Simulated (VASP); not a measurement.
# CdSe (F-43m) in VASP: notebook

Runs on CdSe. Level: PBE. Tasks: single point.

All numbers are computed with VASP 6.6.1; they aren't measurements. Logs are shortened: lines on timing, memory, paths and dates and some standing lists are left out, and cuts for length are marked.

## (1) The cell of the first run

Symmetry: F-43m, No. 216, cubic system. The conventional cell has a = 6.015 Å, b = 6.015 Å, c = 6.015 Å, α = 90.00°, β = 90.00°, γ = 90.00°. Within 3.4 Å of Cd (site symmetry -43m) lie 4 Se at 2.60 Å. Within 3.4 Å of Se (site symmetry -43m) lie 4 Cd at 2.60 Å.

## (2) Single point, PBE

INCAR reads:

```
SYSTEM = CdSe
PREC     = Accurate       ! precision mode
ENCUT    = 520            ! plane-wave cutoff, eV
EDIFF    = 1E-7           ! SCF threshold, eV
ISMEAR   = 0              ! smearing method
SIGMA    = 0.01           ! smearing width, eV
LREAL    = .FALSE.        ! projectors in reciprocal space
LASPH    = .TRUE.         ! aspherical terms in the spheres
NELM     = 80             ! most SCF steps
ALGO     = Normal         ! electronic algorithm
ISIF     = 2              ! what is computed and relaxed
LWAVE    = .FALSE.        ! write WAVECAR
LCHARG   = .FALSE.        ! write CHGCAR
GGA      = PE             ! functional
NBANDS   = 16             ! bands
```

KPOINTS reads:

```
Automatic mesh
0
G
  6 6 6
  0 0 0
```

POSCAR reads:

```
CdSe
1.0
    0.0000000000      3.0075948216      3.0075948216
    3.0075948216      0.0000000000      3.0075948216
    3.0075948216      3.0075948216      0.0000000000
Cd Se
1 1
Direct
    0.0000000000      0.0000000000      0.0000000000
    0.7500000000      0.7500000000      0.7500000000
```

Potentials or basis: VASP PAW PBE potentials, release 64 (Cd, Se).

Command:

```console
cat potpaw_PBE.64/Cd/POTCAR potpaw_PBE.64/Se/POTCAR > POTCAR
mpirun -np 1 vasp_std > vasp.out
```

OUTCAR:

```text
SYSTEM = CdSe
   PREC = Accurate
   ENCUT = 520
   EDIFF = 1E-7
   ISMEAR = 0
   LREAL = .FALSE.
   LASPH = .TRUE.
   NELM = 80
   ISIF = 2
   GGA = PE

 ion  position               nearest neighbor table
   1  0.000  0.000  0.000-   2 2.60   2 2.60   2 2.60   2 2.60
   2  0.750  0.750  0.750-   1 2.60   1 2.60   1 2.60   1 2.60

  LATTYP: Found a face centered cubic cell.
 ALAT       =     6.0151896432

  Lattice vectors:

 A1 = (   0.0000000000,   3.0075948216,   3.0075948216)
 A2 = (   3.0075948216,   0.0000000000,   3.0075948216)
 A3 = (   3.0075948216,   3.0075948216,   0.0000000000)

Analysis of symmetry for initial positions (statically):
=====================================================================
 Subroutine PRICEL returns:
 Original cell was already a primitive cell.

 Routine SETGRP: Setting up the symmetry group for a
 face centered cubic supercell.

 Subroutine GETGRP returns: Found 24 space group operations
 (whereof 24 operations were pure point group operations)
 out of a pool of 48 trial point group operations.

The static configuration has the point symmetry T_d .

Analysis of symmetry for dynamics (positions and initial velocities):
=====================================================================
 Subroutine PRICEL returns:
 Original cell was already a primitive cell.

 Routine SETGRP: Setting up the symmetry group for a
 face centered cubic supercell.

 Subroutine GETGRP returns: Found 24 space group operations
 (whereof 24 operations were pure point group operations)
 out of a pool of 48 trial point group operations.

The dynamic configuration has the point symmetry T_d .

 Subroutine INISYM returns: Found 24 space group operations
 (whereof 24 operations are pure point group operations),
 and found     1 'primitive' translations

----------------------------------------------------------------------------------------

                                     Primitive cell

  volume of cell :      54.4112

  direct lattice vectors                    reciprocal lattice vectors
     0.000000000  3.007594822  3.007594822    -0.166245798  0.166245798  0.166245798
     3.007594822  0.000000000  3.007594822     0.166245798 -0.166245798  0.166245798
     3.007594822  3.007594822  0.000000000     0.166245798  0.166245798 -0.166245798

  length of vectors
     4.253381387  4.253381387  4.253381387     0.287946168  0.287946168  0.287946168

  position of ions in fractional coordinates (direct lattice)
     0.000000000  0.000000000  0.000000000
     0.750000000  0.750000000  0.750000000

  ion indices of the primitive-cell ions
   primitive index   ion index
                 1           1
                 2           2

----------------------------------------------------------------------------------------

 KPOINTS: Automatic mesh

Automatic generation of k-mesh.
 Grid dimensions read from file:
 generate k-points for:    6    6    6

 Generating k-lattice:

  Cartesian coordinates                     Fractional coordinates (reciprocal lattice)
    -0.027707633  0.027707633  0.027707633     0.166666667  0.000000000  0.000000000
     0.027707633 -0.027707633  0.027707633     0.000000000  0.166666667  0.000000000
     0.027707633  0.027707633 -0.027707633     0.000000000  0.000000000  0.166666667

  Length of vectors
     0.047991028  0.047991028  0.047991028

  Shift w.r.t. Gamma in fractional coordinates (k-lattice)
     0.000000000  0.000000000  0.000000000

 Subroutine IBZKPT returns following result:
 ===========================================

 Found     16 irreducible k-points:

 Following reciprocal coordinates:
            Coordinates               Weight
  0.000000  0.000000  0.000000      1.000000
  0.166667  0.000000  0.000000      8.000000
  0.333333  0.000000  0.000000      8.000000
  0.500000  0.000000  0.000000      4.000000
  0.166667  0.166667  0.000000      6.000000
  0.333333  0.166667  0.000000     24.000000
[... 8 lines left out ...]
 -0.333333  0.333333  0.166667     24.000000
 -0.333333  0.500000  0.166667     12.000000
   k-points           NKPTS =     16   k-points in BZ     NKDIM =     16   number of bands    NBANDS=     16
   number of dos      NEDOS =    301   number of ions     NIONS =      2
   total plane-waves  NPLWV =  32768
   dimension x,y,z NGX =    32 NGY =   32 NGZ =   32
   dimension x,y,z NGXF=    64 NGYF=   64 NGZF=   64
   ions per type =               1   1
   NGX,Y,Z   is equivalent  to a cutoff of  12.51, 12.51, 12.51 a.u.
   NGXF,Y,Z  is equivalent  to a cutoff of  25.01, 25.01, 25.01 a.u.
 SYSTEM =  CdSe
   PREC   = accura    normal or accurate (medium, high low for compatibility)
   ISTART =      0    job   : 0-new  1-cont  2-samecut
   ICHARG =      2    charge: 1-file 2-atom 10-const
   ISPIN  =      1    spin polarized calculation?
   LNONCOLLINEAR =      F non collinear calculations
   LSORBIT =      F    spin-orbit coupling
   LASPH  =      T    aspherical Exc in radial PAW
   ENCUT  =  520.0 eV  38.22 Ry    6.18 a.u.   7.91  7.91  7.91*2*pi/ulx,y,z
   NELM   =     80;   NELMIN=  2; NELMDL= -5     # of ELM steps
   EDIFF  = 0.1E-06   stopping-criterion for ELM
   LREAL  =      F    real-space projection
   EDIFFG = 0.1E-05   stopping-criterion for IOM
   NSW    =      0    number of steps for IOM
   IBRION =     -1    ionic relax: 0-MD 1-quasi-New 2-CG
   NFREE  =      0    steps in history (QN), initial steepest desc. (CG)
   ISIF   =      2    stress and relaxation
   ISYM   =      2    0-nonsym 1-usesym 2-fastsym
   POTIM  = 0.5000    time-step for ionic-motion
   TEBEG  =    0.0;   TEEND  =   0.0 temperature during run
   PSTRESS=    0.0 pullay stress
   NELECT =      18.0000    total number of electrons
   NUPDOWN=      -1.0000    fix difference up-down
   EMIN   =  10.00;   EMAX   =-10.00  energy-range for DOS
   EFERMI =   0.00;   METHOD = LEGACY
   ISMEAR =     0;   SIGMA  =   0.01  broadening in eV -4-tet -1-fermi 0-gaus
   EFERMI_NEDOS =   21; number of points for ismear=-14 and -15
   IALGO  =     38    algorithm
   IMIX   =      4    mixing-type and parameters
     AMIX     =   0.40;   BMIX     =  1.00
     AMIX_MAG =   1.60;   BMIX_MAG =  1.00
  volume/ion in A,a.u.               =      27.21       183.59
  Fermi-wavevector in a.u.,A,eV,Ry     =   1.132234  2.139613 17.442053  1.281955
  Thomas-Fermi vector in A             =   2.268935
   LORBIT       =      0    0 simple, 1 ext, 2 COOP (PROOUT), +10 PAW based schemes
   GGA     = PE    functional components
   LHFCALC =     F    Hartree Fock is set to
   AEXX    =    0.0000 exact exchange contribution
   IVDW    =     0    specifies the selected vdW correction
   LEPSILON=     F    determine dielectric tensor
   LRPA    =     F    only Hartree local field effects (RPA)
 non-spin polarized calculation
 Gauss-broadening in eV      SIGMA  =   0.01
  energy-cutoff  :      520.00
  volume of cell :       54.41
 maximum number of plane-waves:      1484
   NGX = 15   NGY = 15   NGZ = 15

 number of electron      17.9999992 magnetization

 Free energy of the ion-electron system (eV)
  ---------------------------------------------------
  ext. energy  EPLUGINS =         0.00000000
  ---------------------------------------------------
  free energy    TOTEN  =        -5.41431529 eV

  energy without entropy =       -5.41431529  energy(sigma->0) =       -5.41431529

 E-fermi :   1.2618     XC(G=0):  -9.0368

 val. band max:        1.2174403401   @ k =   0.0000   0.0000   0.0000
 cond. band min:       1.8943750031   @ k =   0.0000   0.0000   0.0000
 fundamental gap:      0.6769346630
 Fermi energy:         1.2618437826

 k-point     1 :       0.0000    0.0000    0.0000
  band No.  band energies     occupation
      1     -11.5699      2.00000
      2      -6.8402      2.00000
      3      -6.8402      2.00000
      4      -6.8402      2.00000
      5      -6.4285      2.00000
      6      -6.4285      2.00000
[... 8 lines left out ...]
     15      12.3912      0.00000
     16      12.3912      0.00000

 k-point     2 :       0.1667    0.0000    0.0000
  band No.  band energies     occupation
      1     -11.4706      2.00000
      2      -6.8086      2.00000
      3      -6.8086      2.00000
      4      -6.7489      2.00000
      5      -6.4296      2.00000
      6      -6.4296      2.00000
[... 8 lines left out ...]
     15      11.3869      0.00000
     16      11.8290      0.00000

 k-point     3 :       0.3333    0.0000    0.0000
  band No.  band energies     occupation
      1     -11.2687      2.00000
      2      -6.7561      2.00000
      3      -6.7561      2.00000
      4      -6.4244      2.00000
      5      -6.4176      2.00000
      6      -6.4176      2.00000
[... 8 lines left out ...]
     15      11.8449      0.00000
     16      11.8449      0.00000

 k-point     4 :       0.5000    0.0000    0.0000
  band No.  band energies     occupation
      1     -11.1668      2.00000
      2      -6.7373      2.00000
      3      -6.7373      2.00000
      4      -6.4024      2.00000
      5      -6.4024      2.00000
      6      -6.1070      2.00000
[... 8 lines left out ...]
     15      13.4772      0.00000
     16      13.4772      0.00000
[... 172 lines left out ...]
 k-point    14 :       0.5000    0.3333    0.1667
  band No.  band energies     occupation
      1     -11.1383      2.00000
      2      -6.6800      2.00000
      3      -6.6723      2.00000
      4      -6.5070      2.00000
      5      -6.3997      2.00000
      6      -6.1750      2.00000
[... 8 lines left out ...]
     15      13.5278      0.00000
     16      14.4453      0.00000

 k-point    15 :      -0.3333    0.3333    0.1667
  band No.  band energies     occupation
      1     -11.0728      2.00000
      2      -6.6736      2.00000
      3      -6.6422      2.00000
      4      -6.4641      2.00000
      5      -6.4173      2.00000
      6      -5.9581      2.00000
[... 8 lines left out ...]
     15      13.2483      0.00000
     16      14.3883      0.00000

 k-point    16 :      -0.3333    0.5000    0.1667
  band No.  band energies     occupation
      1     -11.0409      2.00000
      2      -6.6400      2.00000
      3      -6.6109      2.00000
      4      -6.4987      2.00000
      5      -6.3987      2.00000
      6      -5.9289      2.00000
[... 8 lines left out ...]
     15      14.1953      0.00000
     16      14.3125      0.00000

------------------------ aborting loop because EDIFF is reached ----------------------------------------

  FORCE on cell =-STRESS in cart. coord.  units (eV):
  Direction    XX          YY          ZZ          XY          YZ          ZX
  --------------------------------------------------------------------------------------
  -------------------------------------------------------------------------------------
  Total        1.7926988      1.7926988      1.7926988      0.0000000     -0.0000000      0.0000000
  in kB       52.7873582     52.7873582     52.7873582      0.0000000     -0.0000000      0.0000000
  external PRESSURE =      52.7873582 kB  Pullay stress =       0.0000000 kB

 VOLUME and BASIS-vectors are now :
 -----------------------------------------------------------------------------
  energy-cutoff  :      520.00
  volume of cell :       54.41
      direct lattice vectors                 reciprocal lattice vectors
     0.000000000  3.007594822  3.007594822    -0.166245798  0.166245798  0.166245798
     3.007594822  0.000000000  3.007594822     0.166245798 -0.166245798  0.166245798
     3.007594822  3.007594822  0.000000000     0.166245798  0.166245798 -0.166245798

 POSITION                                       TOTAL-FORCE (eV/Angst)
 -----------------------------------------------------------------------------------
      0.00000      0.00000      0.00000         0.000000      0.000000      0.000000
      4.51139      4.51139      4.51139        -0.000000     -0.000000     -0.000000
 -----------------------------------------------------------------------------------
    total drift:                                0.000000      0.000000      0.000000

  FREE ENERGIE OF THE ION-ELECTRON SYSTEM (eV)
  ---------------------------------------------------
  free  energy   TOTEN  =        -5.4143152913 eV

  energy  without entropy=       -5.4143152913  energy(sigma->0) =       -5.41431529
```

It took 14 s on 1 thread of AMD EPYC 7R43 (Zen 3), shared host; peak memory 0.14 GiB.

Results:

```yaml
Free_energy: -5.4143 eV
Pressure: 5.3 GPa
Band_gap_on_the_k_mesh: 0.68 eV, direct
```

## (3) Single point, PBE

This run uses another cell than the first one, of 27.78 Å³/atom, 1.021 times its volume.

INCAR reads:

```
  PREC = Accurate
  ENCUT = 520
  EDIFF = 1E-6
  ISMEAR = 0
  SIGMA = 0.01
  LREAL = F
  LASPH = T
  NELM = 80
  ALGO = Normal
  ISIF = 2
  LWAVE = F
  LCHARG = F
  GGA = PE
  NBANDS = 16
```

KPOINTS reads:

```
Automatic mesh
0
Gamma
  6 6 6
```

POSCAR reads:

```
CdSe
1.0
    0.0000000000      3.0287757647      3.0287757647
    3.0287757647      0.0000000000      3.0287757647
    3.0287757647      3.0287757647      0.0000000000
Cd Se
1 1
Direct
    0.0000000000      0.0000000000      0.0000000000
    0.7500000000      0.7500000000      0.7500000000
```

Potentials or basis: VASP PAW PBE potentials, release 64 (Cd, Se).

Command:

```console
cat potpaw_PBE.64/Cd/POTCAR potpaw_PBE.64/Se/POTCAR > POTCAR
mpirun -np 1 vasp_std > vasp.out
```

Run time: 12 s. Hardware: 1 thread of AMD EPYC 7R43 (Zen 3), shared host; peak memory 0.14 GiB.

It converged, with:

| Quantity | Value |
| --- | --- |
| Free energy | -5.4475 eV |
| Pressure | 3.9 GPa |
| Band gap on the k mesh | 0.63 eV, direct |

Levels at points of the mesh, in eV from the valence-band top:
```csv
k point,band 6,band 7,band 8,band 9,band 10,band 11,band 12,band 13
"(0.00, 0.00, 0.00)",-7.59,0.00,0.00,0.00,0.63,5.93,5.93,5.93
"(0.50, 0.00, 0.00)",-7.29,-4.46,-0.77,-0.77,2.41,6.44,6.44,7.46
"(0.50, 0.50, 0.00)",-7.22,-4.14,-1.90,-1.90,3.11,3.77,9.18,10.29
```

PBE gaps usually lie below the measured ones, often by a third to a half.
